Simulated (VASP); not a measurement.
# MoS2 in VASP: single point with HSE06

Aim: the single point of MoS2 with HSE06.

Program: VASP 6.6.1. These are calculated values, not measurements. Logs are shortened: lines on timing, memory, paths and dates and some standing lists are left out, and cuts for length are marked.

## (1) The cell of the first run

The cell holds a sheet with vacuum, 3 atoms: a = 3.192 Å, b = 3.192 Å, c = 30.060 Å, α = 90.00°, β = 90.00°, γ = 120.00°.

## (2) Single point, HSE06

POSCAR

```
MoS2
1.0
    3.1916000000      0.0000000000      0.0000000000
   -1.5958000000      2.7640066787      0.0000000000
    0.0000000000      0.0000000000     30.0600000012
S Mo
2 1
Direct
    0.6666666667      0.3333333333      0.2997350924
    0.6666666667      0.3333333333      0.4031923859
    0.3333333333      0.6666666667      0.3514637392
```

INCAR.step1

```
PREC     = Accurate       # precision mode
ENCUT    = 520            # plane-wave cutoff, eV
EDIFF    = 1E-5           # SCF threshold, eV
ISMEAR   = 0              # smearing method
SIGMA    = 0.01           # smearing width, eV
LREAL    = F              # projectors in reciprocal space
LASPH    = T              # aspherical terms in the spheres
NELM     = 100            # most SCF steps
ALGO     = Normal         # electronic algorithm
ISIF     = 2              # what is computed and relaxed
LWAVE    = T              # write WAVECAR
LCHARG   = F              # write CHGCAR
LDIPOL   = T            
IDIPOL   = 3            
DIPOL    = 0.5 0.5 0.351
GGA      = PE             # functional
NBANDS   = 20             # bands
```

INCAR.step2

```
PREC     = Accurate       # precision mode
ENCUT    = 520            # plane-wave cutoff, eV
EDIFF    = 1E-6           # SCF threshold, eV
ISMEAR   = 0              # smearing method
SIGMA    = 0.01           # smearing width, eV
LREAL    = F              # projectors in reciprocal space
LASPH    = T              # aspherical terms in the spheres
NELM     = 100            # most SCF steps
ALGO     = Normal         # electronic algorithm
ISIF     = 2              # what is computed and relaxed
LWAVE    = F              # write WAVECAR
LCHARG   = F              # write CHGCAR
LDIPOL   = T            
IDIPOL   = 3            
DIPOL    = 0.5 0.5 0.351
GGA      = PE             # functional
LHFCALC  = T              # exact exchange
HFSCREEN = 0.2079         # screening, 1/A
PRECFOCK = Normal       
ISTART   = 1            
NBANDS   = 20             # bands
```

KPOINTS

```
regular mesh
0
Gamma
  6 6 1
```

Potentials or basis: VASP PAW PBE potentials, release 64 (S, Mo_sv).

Launch:

```bash
> cat potpaw_PBE.64/S/POTCAR potpaw_PBE.64/Mo_sv/POTCAR > POTCAR
> cp INCAR.step1 INCAR
> mpirun -np 1 vasp_std > vasp.out
> cp INCAR.step2 INCAR
> mpirun -np 1 vasp_std > vasp.out
```

OUTCAR:

```text
PREC = Accurate
   ENCUT = 520
   EDIFF = 1E-6
   ISMEAR = 0
   LREAL = F
   LASPH = T
   NELM = 100
   ISIF = 2
   GGA = PE
   LHFCALC = T
   HFSCREEN = 0.2079
   PRECFOCK = Normal
   ISTART = 1

 ion  position               nearest neighbor table
   1  0.667  0.333  0.300-   3 2.41   3 2.41   3 2.41
   2  0.667  0.333  0.403-   3 2.41   3 2.41   3 2.41
   3  0.333  0.667  0.351-   2 2.41   2 2.41   2 2.41   1 2.41   1 2.41   1 2.41

  LATTYP: Found a hexagonal cell.
 ALAT       =     3.1916000000
 C/A-ratio  =     9.4184734933

  Lattice vectors:

 A1 = (   3.1916000000,   0.0000000000,   0.0000000000)
 A2 = (  -1.5958000000,   2.7640066787,   0.0000000000)
 A3 = (   0.0000000000,   0.0000000000,  30.0600000012)

Analysis of symmetry for initial positions (statically):
=====================================================================
 Subroutine PRICEL returns:
 Original cell was already a primitive cell.

 Routine SETGRP: Setting up the symmetry group for a
 hexagonal supercell.

 Subroutine GETGRP returns: Found 12 space group operations
 (whereof  6 operations were pure point group operations)
 out of a pool of 24 trial point group operations.

The static configuration has the point symmetry C_3v.
 The point group associated with its full space group is D_3h.

Analysis of symmetry for dynamics (positions and initial velocities):
=====================================================================
 Subroutine PRICEL returns:
 Original cell was already a primitive cell.

 Routine SETGRP: Setting up the symmetry group for a
 hexagonal supercell.

 Subroutine GETGRP returns: Found 12 space group operations
 (whereof  6 operations were pure point group operations)
 out of a pool of 24 trial point group operations.

The dynamic configuration has the point symmetry C_3v.
 The point group associated with its full space group is D_3h.

 Subroutine INISYM returns: Found 12 space group operations
 (whereof  6 operations are pure point group operations),
 and found     1 'primitive' translations

----------------------------------------------------------------------------------------

                                     Primitive cell

  volume of cell :     265.1774

  direct lattice vectors                    reciprocal lattice vectors
     3.191600000  0.000000000  0.000000000     0.313322471  0.180896813  0.000000000
    -1.595800000  2.764006679  0.000000000     0.000000000  0.361793627  0.000000000
     0.000000000  0.000000000 30.060000001     0.000000000  0.000000000  0.033266800

  length of vectors
     3.191600000  3.191600000 30.060000001     0.361793627  0.361793627  0.033266800

  position of ions in fractional coordinates (direct lattice)
     0.666666667  0.333333333  0.299735092
     0.666666667  0.333333333  0.403192386
     0.333333333  0.666666667  0.351463739

  ion indices of the primitive-cell ions
   primitive index   ion index
                 1           1
                 2           2
                 3           3

----------------------------------------------------------------------------------------

 KPOINTS: regular mesh

Automatic generation of k-mesh.
 Grid dimensions read from file:
 generate k-points for:    6    6    1

 Generating k-lattice:

  Cartesian coordinates                     Fractional coordinates (reciprocal lattice)
     0.052220412  0.030149469  0.000000000     0.166666667  0.000000000  0.000000000
     0.000000000  0.060298938  0.000000000     0.000000000  0.166666667  0.000000000
     0.000000000  0.000000000  0.033266800     0.000000000  0.000000000  1.000000000

  Length of vectors
     0.060298938  0.060298938  0.033266800

  Shift w.r.t. Gamma in fractional coordinates (k-lattice)
     0.000000000  0.000000000  0.000000000

 Subroutine IBZKPT returns following result:
 ===========================================

 Found      7 irreducible k-points:

 Following reciprocal coordinates:
            Coordinates               Weight
  0.000000  0.000000  0.000000      1.000000
  0.166667  0.000000  0.000000      6.000000
  0.333333 -0.000000  0.000000      6.000000
  0.500000 -0.000000  0.000000      3.000000
  0.166667  0.166667  0.000000      6.000000
  0.333333  0.166667  0.000000     12.000000
  0.333333  0.333333  0.000000      2.000000
   k-points           NKPTS =      7   k-points in BZ     NKDIM =     36   number of bands    NBANDS=     20
   number of dos      NEDOS =    301   number of ions     NIONS =      3
   total plane-waves  NPLWV = 129024
   dimension x,y,z NGX =    24 NGY =   24 NGZ =  224
   dimension x,y,z NGXF=    48 NGYF=   48 NGZF=  448
   ions per type =               2   1
   NGX,Y,Z   is equivalent  to a cutoff of  12.50, 12.50, 12.39 a.u.
   NGXF,Y,Z  is equivalent  to a cutoff of  25.00, 25.00, 24.78 a.u.
 SYSTEM =  unknown system
   PREC   = accura    normal or accurate (medium, high low for compatibility)
   ISTART =      1    job   : 0-new  1-cont  2-samecut
   ICHARG =      0    charge: 1-file 2-atom 10-const
   ISPIN  =      1    spin polarized calculation?
   LNONCOLLINEAR =      F non collinear calculations
   LSORBIT =      F    spin-orbit coupling
   LASPH  =      T    aspherical Exc in radial PAW
   ENCUT  =  520.0 eV  38.22 Ry    6.18 a.u.   5.93  5.93 55.89*2*pi/ulx,y,z
   NELM   =    100;   NELMIN=  2; NELMDL=  0     # of ELM steps
   EDIFF  = 0.1E-05   stopping-criterion for ELM
   LREAL  =      F    real-space projection
   EDIFFG = 0.1E-04   stopping-criterion for IOM
   NSW    =      0    number of steps for IOM
   IBRION =     -1    ionic relax: 0-MD 1-quasi-New 2-CG
   NFREE  =      0    steps in history (QN), initial steepest desc. (CG)
   ISIF   =      2    stress and relaxation
   ISYM   =      3    0-nonsym 1-usesym 2-fastsym
   POTIM  = 0.5000    time-step for ionic-motion
   TEBEG  =    0.0;   TEEND  =   0.0 temperature during run
   PSTRESS=    0.0 pullay stress
   NELECT =      26.0000    total number of electrons
   NUPDOWN=      -1.0000    fix difference up-down
   EMIN   =  10.00;   EMAX   =-10.00  energy-range for DOS
   EFERMI =   0.00;   METHOD = LEGACY
   ISMEAR =     0;   SIGMA  =   0.01  broadening in eV -4-tet -1-fermi 0-gaus
   EFERMI_NEDOS =   21; number of points for ismear=-14 and -15
   IALGO  =     38    algorithm
   IMIX   =      1    mixing-type and parameters
     AMIX     =   0.40;   BMIX     =  1.00
     AMIX_MAG =   1.60;   BMIX_MAG =  1.00
  volume/ion in A,a.u.               =      88.39       596.50
  Fermi-wavevector in a.u.,A,eV,Ry     =   0.754896  1.426547  7.753524  0.569868
  Thomas-Fermi vector in A             =   1.852667
   LORBIT       =      0    0 simple, 1 ext, 2 COOP (PROOUT), +10 PAW based schemes
   GGA     = PE    functional components
   LHFCALC =     T    Hartree Fock is set to
   PRECFOCK=normal    Normal, Fast or Accurate (Low or Medium for compatibility)
   ENCUT4O =  -1.0   cutoff for four orbital integrals eV
   NKREDX  =     1    reduce k-point grid by
   NKREDY  =     1    reduce k-point grid by
   NKREDZ  =     1    reduce k-point grid by
   AEXX    =    0.2500 exact exchange contribution
   HFSCREEN=    0.2079 screening length (either q_TF or 0.3 A-1)
   HFSCREENC=   0.2079 screening length for correlation (either q_TF or 0.3 A-1)
   ENCUTFOCK=  -1.0 apply spherical cutoff to Coloumb kernel
   IVDW    =     0    specifies the selected vdW correction
   LEPSILON=     F    determine dielectric tensor
   LRPA    =     F    only Hartree local field effects (RPA)
 non-spin polarized calculation
 Gauss-broadening in eV      SIGMA  =   0.01
  energy-cutoff  :      520.00
  volume of cell :      265.18
 maximum number of plane-waves:      7180
 NGX is ok and might be reduce to    24
  NGX = 18; NGY = 18; NGZ =180

 number of electron      26.0000000 magnetization

 dipolmoment           0.000000      0.000000     -0.000010 electrons x Angstroem

 Free energy of the ion-electron system (eV)
  ---------------------------------------------------
  ext. energy  EPLUGINS =         0.00000000
  ---------------------------------------------------
  free energy    TOTEN  =       -26.15439214 eV

  energy without entropy =      -26.15439214  energy(sigma->0) =      -26.15439214

 E-fermi :  -3.5304     XC(G=0):  -2.0863

 val. band max:       -3.7708447781   @ k =   0.0000   0.0000   0.0000
 cond. band min:      -1.6798227331   @ k =   0.3333   0.3333   0.0000
 fundamental gap:      2.0910220450
 Fermi energy:        -3.5303859400

 k-point     1 :       0.0000    0.0000    0.0000
  band No.  band energies     occupation
      1     -68.6722      2.00000
      2     -41.3869      2.00000
      3     -41.1553      2.00000
      4     -41.1553      2.00000
      5     -19.4413      2.00000
      6     -17.9766      2.00000
[... 12 lines left out ...]
     19       2.4016      0.00000
     20       2.7077      0.00000

 k-point     2 :       0.1667    0.0000    0.0000
  band No.  band energies     occupation
      1     -68.6613      2.00000
      2     -41.3652      2.00000
      3     -41.2679      2.00000
      4     -41.1811      2.00000
      5     -19.0098      2.00000
      6     -17.8060      2.00000
[... 12 lines left out ...]
     19       2.9422      0.00000
     20       3.2660      0.00000

 k-point     3 :       0.3333   -0.0000    0.0000
  band No.  band energies     occupation
      1     -68.6395      2.00000
      2     -41.4877      2.00000
      3     -41.3212      2.00000
      4     -41.2322      2.00000
      5     -18.0120      2.00000
      6     -17.4178      2.00000
[... 12 lines left out ...]
     19       4.3577      0.00000
     20       4.8637      0.00000

 k-point     4 :       0.5000   -0.0000    0.0000
  band No.  band energies     occupation
      1     -68.6286      2.00000
      2     -41.5952      2.00000
      3     -41.2990      2.00000
      4     -41.2577      2.00000
      5     -17.4017      2.00000
      6     -17.1917      2.00000
[... 12 lines left out ...]
     19       5.0619      0.00000
     20       5.4308      0.00000

 k-point     5 :       0.1667    0.1667    0.0000
  band No.  band energies     occupation
      1     -68.6450      2.00000
      2     -41.4125      2.00000
      3     -41.3324      2.00000
      4     -41.2408      2.00000
      5     -18.2861      2.00000
      6     -17.5184      2.00000
[... 12 lines left out ...]
     19       3.9661      0.00000
     20       4.3454      0.00000

 k-point     6 :       0.3333    0.1667    0.0000
  band No.  band energies     occupation
      1     -68.6286      2.00000
      2     -41.5394      2.00000
      3     -41.3150      2.00000
      4     -41.2992      2.00000
      5     -17.4227      2.00000
      6     -17.1736      2.00000
[... 12 lines left out ...]
     19       5.6409      0.00000
     20       5.6682      0.00000

 k-point     7 :       0.3333    0.3333    0.0000
  band No.  band energies     occupation
      1     -68.6232      2.00000
      2     -41.4775      2.00000
      3     -41.4446      2.00000
      4     -41.2883      2.00000
      5     -17.1099      2.00000
      6     -17.0226      2.00000
[... 12 lines left out ...]
     19       4.8080      0.00000
     20       6.7307      0.00000

------------------------ aborting loop because EDIFF is reached ----------------------------------------

 vacuum level on the upper side and lower side of the slab       (xc-potential included)         0.001         0.001

  FORCE on cell =-STRESS in cart. coord.  units (eV):
  Direction    XX          YY          ZZ          XY          YZ          ZX
  --------------------------------------------------------------------------------------
  -------------------------------------------------------------------------------------
  Total       -1.7599189     -1.7599189     -1.4054982      0.0000000      0.0000000      0.0000000
  in kB      -10.6332670    -10.6332670     -8.4918896      0.0000000      0.0000000      0.0000000
  external PRESSURE =      -9.9194746 kB  Pullay stress =       0.0000000 kB

 VOLUME and BASIS-vectors are now :
 -----------------------------------------------------------------------------
  energy-cutoff  :      520.00
  volume of cell :      265.18
      direct lattice vectors                 reciprocal lattice vectors
     3.191600000  0.000000000  0.000000000     0.313322471  0.180896813  0.000000000
    -1.595800000  2.764006679  0.000000000     0.000000000  0.361793627  0.000000000
     0.000000000  0.000000000 30.060000001     0.000000000  0.000000000  0.033266800

 POSITION                                       TOTAL-FORCE (eV/Angst)
 -----------------------------------------------------------------------------------
      1.59580      0.92134      9.01004         0.000000      0.000000      0.439951
      1.59580      0.92134     12.11996        -0.000000      0.000000     -0.439951
     -0.00000      1.84267     10.56500        -0.000000     -0.000000      0.000000
 -----------------------------------------------------------------------------------
    total drift:                               -0.000000      0.000000     -0.000030

  FREE ENERGIE OF THE ION-ELECTRON SYSTEM (eV)
  ---------------------------------------------------
  free  energy   TOTEN  =       -26.1543921410 eV

  energy  without entropy=      -26.1543921410  energy(sigma->0) =      -26.15439214

 vacuum level on the upper side and lower side of the slab         2.580         2.580
```

It took 35 min on 1 thread of Intel Xeon Platinum 8488C (Sapphire Rapids), shared host; peak memory 0.51 GiB.

What came out:

- Free energy: -26.1544 eV
- Largest force: 0.440 eV/Å
- Band gap on the k mesh: 2.09 eV

Forces in eV/Å, atoms in the order of the input:
```
S    0.000  0.000  0.440
S    0.000  0.000 -0.440
Mo   0.000  0.000  0.000
```

Levels at points of the mesh, in eV from the valence-band top:
```tsv
k point	band 9	band 10	band 11	band 12	band 13	band 14	band 15	band 16	band 17	band 18
(0.00, 0.00, 0.00)	-3.06	-2.05	-1.73	-1.73	0.00	3.48	3.48	3.74	3.74	6.04
(0.50, 0.00, 0.00)	-4.66	-3.61	-2.20	-1.23	-0.78	2.86	3.43	4.75	5.24	7.04
```

Caveat: the PAW data sets were made with another functional, which shifts forces and pressure a little.
